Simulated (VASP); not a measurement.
# Mg (P6_3/mmc) in VASP: notebook

Mg is run at these levels: PBE; tasks: single point, relaxation of cell and atoms.

Program: VASP 6.6.1. These are calculated values, not measurements. Logs are shortened: lines on timing, memory, paths and dates and some standing lists are left out, and cuts for length are marked.

### Step 1. The cell of the first run

The structure is hexagonal, space group P6_3/mmc (No. 194). Conventional cell: a = 3.209 Å, b = 3.209 Å, c = 5.144 Å, α = 90.00°, β = 90.00°, γ = 120.00°. Mg (site symmetry -6m2) has 12 Mg at 3.17 to 3.21 Å within 4.2 Å.

### Step 2. Single point, PBE

File INCAR:

```
PREC = Accurate
ENCUT = 520
EDIFF = 1E-7
ISMEAR = 0
SIGMA = 0.1
LREAL = F
LASPH = T
NELM = 100
ALGO = Normal
ISIF = 2
LWAVE = F
LCHARG = F
GGA = PE
NBANDS = 9
```

File KPOINTS:

```
regular mesh
0
Gamma
  18 18 8
```

File POSCAR:

```
Mg
1.0
    3.2091321266      0.0000002919      0.0000000000
   -1.6045663161      2.7791897998      0.0000000000
    0.0000000000      0.0000000000      5.1441142929
Mg
2
Direct
    0.0000000000      0.0000000000      0.0000000000
    0.3333333333      0.6666666667      0.5000000000
```

Potentials or basis: VASP PAW PBE potentials, release 64 (Mg).

Launch:

```sh
> cat potpaw_PBE.64/Mg/POTCAR > POTCAR
> mpirun -np 1 vasp_std > vasp.out
```

OUTCAR:

```text
PREC = Accurate
   ENCUT = 520
   EDIFF = 1E-7
   ISMEAR = 0
   LREAL = F
   LASPH = T
   NELM = 100
   ISIF = 2
   GGA = PE

 ion  position               nearest neighbor table
   1  0.000  0.000  0.000-   2 3.17   2 3.17   2 3.17   2 3.17   2 3.17   2 3.17
   2  0.333  0.667  0.500-   1 3.17   1 3.17   1 3.17   1 3.17   1 3.17   1 3.17

  LATTYP: Found a hexagonal cell.
 ALAT       =     3.2091321266
 C/A-ratio  =     1.6029612026

  Lattice vectors:

 A1 = (   3.2091321266,   0.0000002919,   0.0000000000)
 A2 = (  -1.6045663161,   2.7791897998,   0.0000000000)
 A3 = (   0.0000000000,   0.0000000000,   5.1441142929)

Analysis of symmetry for initial positions (statically):
=====================================================================
 Subroutine PRICEL returns:
 Original cell was already a primitive cell.

 Routine SETGRP: Setting up the symmetry group for a
 hexagonal supercell.

 Subroutine GETGRP returns: Found 24 space group operations
 (whereof 12 operations were pure point group operations)
 out of a pool of 24 trial point group operations.

The static configuration has the point symmetry D_3h.
 The point group associated with its full space group is D_6h.

Analysis of symmetry for dynamics (positions and initial velocities):
=====================================================================
 Subroutine PRICEL returns:
 Original cell was already a primitive cell.

 Routine SETGRP: Setting up the symmetry group for a
 hexagonal supercell.

 Subroutine GETGRP returns: Found 24 space group operations
 (whereof 12 operations were pure point group operations)
 out of a pool of 24 trial point group operations.

The dynamic configuration has the point symmetry D_3h.
 The point group associated with its full space group is D_6h.

 Subroutine INISYM returns: Found 24 space group operations
 (whereof 12 operations are pure point group operations),
 and found     1 'primitive' translations

----------------------------------------------------------------------------------------

                                     Primitive cell

  volume of cell :      45.8793

  direct lattice vectors                    reciprocal lattice vectors
     3.209132127  0.000000292  0.000000000     0.311610712  0.179908566  0.000000000
    -1.604566316  2.779189800  0.000000000    -0.000000033  0.359817076  0.000000000
     0.000000000  0.000000000  5.144114293     0.000000000  0.000000000  0.194396925
[... 83 lines left out ...]
   NELM   =    100;   NELMIN=  2; NELMDL= -5     # of ELM steps
   EDIFF  = 0.1E-06   stopping-criterion for ELM
   LREAL  =      F    real-space projection
   EDIFFG = 0.1E-05   stopping-criterion for IOM
   NSW    =      0    number of steps for IOM
   IBRION =     -1    ionic relax: 0-MD 1-quasi-New 2-CG
   NFREE  =      0    steps in history (QN), initial steepest desc. (CG)
   ISIF   =      2    stress and relaxation
   ISYM   =      2    0-nonsym 1-usesym 2-fastsym
   POTIM  = 0.5000    time-step for ionic-motion
   TEBEG  =    0.0;   TEEND  =   0.0 temperature during run
   PSTRESS=    0.0 pullay stress
   NELECT =       4.0000    total number of electrons
   NUPDOWN=      -1.0000    fix difference up-down
   EMIN   =  10.00;   EMAX   =-10.00  energy-range for DOS
   EFERMI =   0.00;   METHOD = LEGACY
   ISMEAR =     0;   SIGMA  =   0.10  broadening in eV -4-tet -1-fermi 0-gaus
   EFERMI_NEDOS =   21; number of points for ismear=-14 and -15
   IALGO  =     38    algorithm
   IMIX   =      4    mixing-type and parameters
     AMIX     =   0.40;   BMIX     =  1.00
     AMIX_MAG =   1.60;   BMIX_MAG =  1.00
  volume/ion in A,a.u.               =      22.94       154.80
  Fermi-wavevector in a.u.,A,eV,Ry     =   0.725921  1.371792  7.169743  0.526961
  Thomas-Fermi vector in A             =   1.816764
   LORBIT       =      0    0 simple, 1 ext, 2 COOP (PROOUT), +10 PAW based schemes
   GGA     = PE    functional components
   LHFCALC =     F    Hartree Fock is set to
   AEXX    =    0.0000 exact exchange contribution
   IVDW    =     0    specifies the selected vdW correction
   LEPSILON=     F    determine dielectric tensor
   LRPA    =     F    only Hartree local field effects (RPA)
 non-spin polarized calculation
 Gauss-broadening in eV      SIGMA  =   0.10
  energy-cutoff  :      520.00
  volume of cell :       45.88
 maximum number of plane-waves:      1260
 NGX is ok and might be reduce to    24
   NGX = 11   NGY = 11   NGZ = 19

 number of electron       4.0000000 magnetization

 Free energy of the ion-electron system (eV)
  ---------------------------------------------------
  ext. energy  EPLUGINS =         0.00000000
  ---------------------------------------------------
  free energy    TOTEN  =        -3.01590544 eV

  energy without entropy =       -3.01130965  energy(sigma->0) =       -3.01360755

 E-fermi :   2.6473     XC(G=0):  -8.4933

 val. band max:        2.6394031401   @ k =   0.3889   0.1111   0.3750
 cond. band min:       2.6600077610   @ k =   0.2778   0.1667   0.1250
 fundamental gap:      0.0206046209
 Fermi energy:         2.6473032940

 k-point     1 :       0.0000    0.0000    0.0000
  band No.  band energies     occupation
      1      -4.2975      2.00000
      2       1.0191      2.00000
      3       1.5144      2.00000
      4      13.4463      0.00000
      5      13.4463      0.00000
      6      13.5309      0.00000
      7      13.5309      0.00000
      8      14.5275      0.00000
      9      15.9306      0.00000
[... 265 lines left out ...]
 k-point    24 :       0.3889    0.1111    0.0000
  band No.  band energies     occupation
      1      -0.3417      2.00000
      2       1.6964      2.00000
      3       4.7071      0.00000
      4       5.3402      0.00000
      5       6.6033      0.00000
      6       6.7390      0.00000
      7       8.2755      0.00000
      8      11.7527      0.00000
      9      12.7262      0.00000

 [... further k-points ...]
[... 5 lines left out ...]
  --------------------------------------------------------------------------------------
  -------------------------------------------------------------------------------------
  Total       -0.0386532     -0.0386532     -0.0369862      0.0000000      0.0000000      0.0000000
  in kB       -1.3498303     -1.3498303     -1.2916175      0.0000000      0.0000000      0.0000000
  external PRESSURE =      -1.3304260 kB  Pullay stress =       0.0000000 kB

 VOLUME and BASIS-vectors are now :
 -----------------------------------------------------------------------------
  energy-cutoff  :      520.00
  volume of cell :       45.88
      direct lattice vectors                 reciprocal lattice vectors
     3.209132127  0.000000292  0.000000000     0.311610712  0.179908566  0.000000000
    -1.604566316  2.779189800  0.000000000    -0.000000033  0.359817076  0.000000000
     0.000000000  0.000000000  5.144114293     0.000000000  0.000000000  0.194396925

 POSITION                                       TOTAL-FORCE (eV/Angst)
 -----------------------------------------------------------------------------------
      0.00000      0.00000      0.00000         0.000000     -0.000000      0.000000
     -0.00000      1.85279      2.57206        -0.000000      0.000000      0.000000
 -----------------------------------------------------------------------------------
    total drift:                               -0.000000      0.000000      0.000000

  FREE ENERGIE OF THE ION-ELECTRON SYSTEM (eV)
  ---------------------------------------------------
  free  energy   TOTEN  =        -3.0159054432 eV

  energy  without entropy=       -3.0113096546  energy(sigma->0) =       -3.01360755
```

It took 42 s on 1 thread of AMD EPYC 7R43 (Zen 3), shared host; peak memory 0.18 GiB.

Results:

- Free energy: -3.0159 eV
- Pressure: -0.1 GPa
- Band gap on the k mesh: zero (band 2 reaches 3.66 eV, above the bottom of band 3 at 1.51 eV)

### Step 3. Relaxation of cell and atoms, PBE

This run uses another cell than the first one, of 22.61 Å³/atom, 0.986 times its volume.

File INCAR:

```
ALGO     = Normal         # electronic algorithm
EDIFF    = 1E-6           # SCF threshold, eV
EDIFFG   = -0.005         # ionic threshold
ENCUT    = 600            # plane-wave cutoff, eV
GGA      = PE             # functional
IBRION   = 2              # ionic algorithm
ISIF     = 3              # what is computed and relaxed
ISMEAR   = 0              # smearing method
LASPH    = True           # aspherical terms in the spheres
LCHARG   = False          # write CHGCAR
LREAL    = False          # projectors in reciprocal space
LWAVE    = False          # write WAVECAR
NELM     = 100            # most SCF steps
NSW      = 100            # ionic steps
PREC     = Accurate       # precision mode
SIGMA    = 0.1            # smearing width, eV
```

File KPOINTS:

```
k-points
0
Gamma
  18 18 8
```

File POSCAR:

```
Mg
1.0
    3.1738570000      0.0000000000      0.0000000000
   -1.5869290000      2.7486410000      0.0000000000
    0.0000000000      0.0000000000      5.1828870000
Mg
2
Direct
    0.0000000000      0.0000000000      0.0000000000
    0.3333333300      0.6666666700      0.5000000000
```

Potentials or basis: VASP PAW PBE potentials, release 64 (Mg).

Launch:

```sh
> cat potpaw_PBE.64/Mg/POTCAR > POTCAR
> mpirun -np 1 vasp_std > vasp.out
```

OUTCAR:

```text
EDIFF = 1E-6
   EDIFFG = -0.005
   ENCUT = 600
   GGA = PE
   IBRION = 2
   ISIF = 3
   ISMEAR = 0
   LASPH = True
   LREAL = False
   NELM = 100
   NSW = 100
   PREC = Accurate

 ion  position               nearest neighbor table
   1  0.000  0.000  0.000-   2 3.17   2 3.17   2 3.17   2 3.17   2 3.17   2 3.17
   2  0.333  0.667  0.500-   1 3.17   1 3.17   1 3.17   1 3.17   1 3.17   1 3.17

  LATTYP: Found a hexagonal cell.
 ALAT       =     3.1738570000
 C/A-ratio  =     1.6329932319

  Lattice vectors:

 A1 = (   3.1738570000,   0.0000000000,   0.0000000000)
 A2 = (  -1.5869290000,   2.7486410000,   0.0000000000)
 A3 = (   0.0000000000,   0.0000000000,   5.1828870000)

Analysis of symmetry for initial positions (statically):
=====================================================================
 Subroutine PRICEL returns:
 Original cell was already a primitive cell.

 Routine SETGRP: Setting up the symmetry group for a
 hexagonal supercell.

 Subroutine GETGRP returns: Found 24 space group operations
 (whereof 12 operations were pure point group operations)
 out of a pool of 24 trial point group operations.

The static configuration has the point symmetry D_3h.
 The point group associated with its full space group is D_6h.

Analysis of symmetry for dynamics (positions and initial velocities):
=====================================================================
 Subroutine PRICEL returns:
 Original cell was already a primitive cell.

 Routine SETGRP: Setting up the symmetry group for a
 hexagonal supercell.

 Subroutine GETGRP returns: Found 24 space group operations
 (whereof 12 operations were pure point group operations)
 out of a pool of 24 trial point group operations.

The dynamic configuration has the point symmetry D_3h.
 The point group associated with its full space group is D_6h.

 Subroutine INISYM returns: Found 24 space group operations
 (whereof 12 operations are pure point group operations),
 and found     1 'primitive' translations

----------------------------------------------------------------------------------------

                                     Primitive cell

  volume of cell :      45.2144

  direct lattice vectors                    reciprocal lattice vectors
     3.173857000  0.000000000  0.000000000     0.315074057  0.181908135  0.000000000
    -1.586929000  2.748641000  0.000000000     0.000000000  0.363816155  0.000000000
     0.000000000  0.000000000  5.182887000     0.000000000  0.000000000  0.192942659

  length of vectors
     3.173857000  3.173857432  5.182887000     0.363816204  0.363816155  0.192942659

  position of ions in fractional coordinates (direct lattice)
     0.000000000  0.000000000  0.000000000
     0.333333330  0.666666670  0.500000000

  ion indices of the primitive-cell ions
   primitive index   ion index
                 1           1
                 2           2

----------------------------------------------------------------------------------------

 KPOINTS: k-points

Automatic generation of k-mesh.
[... 26 lines left out ...]
  0.166667 -0.000000  0.000000      6.000000
  0.222222 -0.000000  0.000000      6.000000
  0.277778  0.000000  0.000000      6.000000
[... 16 lines left out ...]
  0.333333  0.111111  0.000000     12.000000
  0.388889  0.111111  0.000000     12.000000
 [... further k-points ...]
   k-points           NKPTS =    185   k-points in BZ     NKDIM =    185   number of bands    NBANDS=      6
   number of dos      NEDOS =    301   number of ions     NIONS =      2
   total plane-waves  NPLWV =  32928
   dimension x,y,z NGX =    28 NGY =   28 NGZ =   42
   dimension x,y,z NGXF=    56 NGYF=   56 NGZF=   84
   ions per type =               2
   NGX,Y,Z   is equivalent  to a cutoff of  14.67, 14.67, 13.47 a.u.
   NGXF,Y,Z  is equivalent  to a cutoff of  29.33, 29.33, 26.94 a.u.
 SYSTEM =  unknown system
   PREC   = accura    normal or accurate (medium, high low for compatibility)
   ISTART =      0    job   : 0-new  1-cont  2-samecut
   ICHARG =      2    charge: 1-file 2-atom 10-const
   ISPIN  =      1    spin polarized calculation?
   LNONCOLLINEAR =      F non collinear calculations
   LSORBIT =      F    spin-orbit coupling
   LASPH  =      T    aspherical Exc in radial PAW
   ENCUT  =  600.0 eV  44.10 Ry    6.64 a.u.   6.34  6.34 10.35*2*pi/ulx,y,z
   NELM   =    100;   NELMIN=  2; NELMDL= -5     # of ELM steps
   EDIFF  = 0.1E-05   stopping-criterion for ELM
   LREAL  =      F    real-space projection
   EDIFFG = -.5E-02   stopping-criterion for IOM
   NSW    =    100    number of steps for IOM
   IBRION =      2    ionic relax: 0-MD 1-quasi-New 2-CG
   NFREE  =      1    steps in history (QN), initial steepest desc. (CG)
   ISIF   =      3    stress and relaxation
   ISYM   =      2    0-nonsym 1-usesym 2-fastsym
   POTIM  = 0.5000    time-step for ionic-motion
   TEBEG  =    0.0;   TEEND  =   0.0 temperature during run
   PSTRESS=    0.0 pullay stress
   NELECT =       4.0000    total number of electrons
   NUPDOWN=      -1.0000    fix difference up-down
   EMIN   =  10.00;   EMAX   =-10.00  energy-range for DOS
   EFERMI =   0.00;   METHOD = LEGACY
   ISMEAR =     0;   SIGMA  =   0.10  broadening in eV -4-tet -1-fermi 0-gaus
   EFERMI_NEDOS =   21; number of points for ismear=-14 and -15
   IALGO  =     38    algorithm
   IMIX   =      4    mixing-type and parameters
     AMIX     =   0.40;   BMIX     =  1.00
     AMIX_MAG =   1.60;   BMIX_MAG =  1.00
  volume/ion in A,a.u.               =      22.61       152.56
  Fermi-wavevector in a.u.,A,eV,Ry     =   0.729462  1.378483  7.239854  0.532114
  Thomas-Fermi vector in A             =   1.821189
   LORBIT       =      0    0 simple, 1 ext, 2 COOP (PROOUT), +10 PAW based schemes
   GGA     = PE    functional components
   LHFCALC =     F    Hartree Fock is set to
   AEXX    =    0.0000 exact exchange contribution
   IVDW    =     0    specifies the selected vdW correction
   LEPSILON=     F    determine dielectric tensor
   LRPA    =     F    only Hartree local field effects (RPA)
 conjugate gradient relaxation of ions
 non-spin polarized calculation
 Gauss-broadening in eV      SIGMA  =   0.10
  energy-cutoff  :      600.00
  volume of cell :       45.21
 maximum number of plane-waves:      1526
 NGX is ok and might be reduce to    28
   NGX = 13   NGY = 13   NGZ = 21

--------------------------------------- Ionic step        1  -------------------------------------------

 number of electron       4.0000000 magnetization

 Free energy of the ion-electron system (eV)
  ---------------------------------------------------
  ext. energy  EPLUGINS =         0.00000000
  ---------------------------------------------------
  free energy    TOTEN  =        -3.01404522 eV

  energy without entropy =       -3.00942203  energy(sigma->0) =       -3.01173363

------------------------ aborting loop because EDIFF is reached ----------------------------------------

  FORCE on cell =-STRESS in cart. coord.  units (eV):
  Direction    XX          YY          ZZ          XY          YZ          ZX
  --------------------------------------------------------------------------------------
  -------------------------------------------------------------------------------------
  Total        0.1885535      0.1885535     -0.0285871     -0.0000000      0.0000000      0.0000000
  in kB        6.6814080      6.6814090     -1.0129868     -0.0000012      0.0000000      0.0000000
  external PRESSURE =       4.1166100 kB  Pullay stress =       0.0000000 kB
[... 203 lines left out ...]
--------------------------------------- Ionic step        7  -------------------------------------------

 number of electron       4.0000000 magnetization

 Free energy of the ion-electron system (eV)
  ---------------------------------------------------
  ext. energy  EPLUGINS =         0.00000000
  ---------------------------------------------------
  free energy    TOTEN  =        -3.01605251 eV

  energy without entropy =       -3.01148246  energy(sigma->0) =       -3.01376748

 E-fermi :   2.6660     XC(G=0):  -8.5044

 val. band max:        2.6600719226   @ k =   0.3889   0.1111   0.3750
 cond. band min:       2.6771132170   @ k =   0.2778   0.1667   0.1250
 fundamental gap:      0.0170412944
 Fermi energy:         2.6659767794

 k-point     1 :       0.0000    0.0000    0.0000
  band No.  band energies     occupation
      1      -4.2943      2.00000
      2       1.0310      2.00000
      3       1.5315      2.00000
      4      13.4880      0.00000
      5      13.4880      0.00000
      6      13.5807      0.00000
[... 199 lines left out ...]
 k-point    24 :       0.3889    0.1111    0.0000
  band No.  band energies     occupation
      1      -0.3287      2.00000
      2       1.7137      2.00000
      3       4.7276      0.00000
      4       5.3652      0.00000
      5       6.6308      0.00000
      6       6.7633      0.00000

 [... further k-points ...]
[... 5 lines left out ...]
  --------------------------------------------------------------------------------------
  -------------------------------------------------------------------------------------
  Total       -0.0012012     -0.0012012     -0.0012264      0.0000000      0.0000000      0.0000000
  in kB       -0.0420982     -0.0420982     -0.0429833      0.0000000      0.0000000      0.0000000
  external PRESSURE =      -0.0423933 kB  Pullay stress =       0.0000000 kB
[... 17 lines left out ...]
  FREE ENERGIE OF THE ION-ELECTRON SYSTEM (eV)
  ---------------------------------------------------
  free  energy   TOTEN  =        -3.0160525086 eV

  energy  without entropy=       -3.0114824594  energy(sigma->0) =       -3.01376748

 reached required accuracy - stopping structural energy minimisation
```

Run time: 2.1 min. Hardware: 1 thread of AMD EPYC 7R43 (Zen 3), shared host; peak memory 0.19 GiB.

What came out:

```
Free energy                            : -3.0161 eV
Relaxed volume                         : 22.86 Å³/atom
Relaxed cell                           : a = 3.205 Å, b = 3.205 Å, c = 5.139 Å, α = 90.00°, β = 90.00°, γ = 120.00°
Space group after relaxing (to 0.05 Å) : P6_3/mmc (No. 194)
Energy gained by relaxing              : 1.0 meV/atom
Ionic steps                            : 7
Pressure after relaxing                : 0.0 GPa
Band gap on the k mesh                 : zero (band 2 reaches 3.68 eV, above the bottom of band 3 at 1.53 eV)
```

Step by step:
```csv
step,energy change (eV),largest force (eV/Å),pressure (GPa),volume (Å³)
1,0.0000,0.0000,0.41,45.21
2,-0.0012,0.0000,0.09,45.60
3,-0.0016,0.0000,-0.18,45.94
4,-0.0019,0.0000,-0.12,45.85
5,-0.0020,0.0000,-0.04,45.76
6,-0.0020,0.0000,-0.05,45.77
7,-0.0020,0.0000,0.00,45.71
```

Final structure:
```cif
data_structure
_symmetry_space_group_name_H-M 'P 1'
_symmetry_Int_Tables_number 1
_cell_length_a 3.2050
_cell_length_b 3.2050
_cell_length_c 5.1387
_cell_angle_alpha 90.000
_cell_angle_beta 90.000
_cell_angle_gamma 120.000
_cell_volume 45.71
loop_
_atom_site_label
_atom_site_type_symbol
_atom_site_fract_x
_atom_site_fract_y
_atom_site_fract_z
_atom_site_occupancy
Mg1 Mg 0.00000 0.00000 0.00000 1
Mg2 Mg 0.33333 0.66667 0.50000 1
```

Levels at points of the mesh, in eV from the Fermi level:
```tsv
k point	band 1	band 2	band 3	band 4	band 5
(0.00, 0.00, 0.00)	-6.96	-1.63	-1.13	10.82	10.82
(0.50, 0.00, 0.00)	-2.19	-2.19	2.68	3.04	3.37
(0.00, 0.00, 0.50)	-5.54	-5.54	5.23	5.23	11.58
(0.50, 0.00, 0.50)	-1.13	-1.13	-0.47	-0.47	7.96
```
